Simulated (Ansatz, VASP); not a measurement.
## KTaO3: VASP beside Ansatz

```
K Ta O
1.0
     3.82829    0.00000    0.00000
     0.00000    3.82829    0.00000
     0.00000    0.00000    4.31908
K Ta O
1 1 3
Direct
  0.50000 0.50000 0.50000
  0.00000 0.00000 0.00000
  0.50000 0.00000 0.00000
  0.00000 0.50000 0.00000
  0.00000 0.00000 0.50000
```

Alike in both runs: task single point; functional PBEsol; k mesh 8 × 8 × 8; occupations gaussian, width 0.05 eV; no spin polarisation.

|  | VASP | Ansatz |
| --- | --- | --- |
| version | VASP 6.6.1 | Ansatz 0.2.0 |
| potentials or method | VASP PAW PBE potentials, release 64 (K_sv, Ta_pv, O), cutoff 520 eV | scalar-relativistic, plane waves, PAW |
| valence electrons in the cell | 38 | 40 |

VASP gave:

```
gap on the k mesh at the Fermi level (eV)                     : 1.91
least direct gap on the mesh (eV)                             : 2.31
pressure (GPa)                                                : 6.3
traceless stress, the component that is largest in VASP (GPa) : -27.07
```

Task: What did Ansatz give for the same quantities?

Result: gap on the k mesh at the Fermi level (eV): 1.95; least direct gap on the mesh (eV): 2.34; pressure (GPa): 5.4; traceless stress, the component that is largest in VASP (GPa): -26.55.

VASP's potentials were made for PBE, not for PBEsol. VASP's potentials hold 38 valence electrons a cell and Ansatz's 40, so a difference there can come from the potentials and not from the codes.

Neither program's run includes spin-orbit coupling.
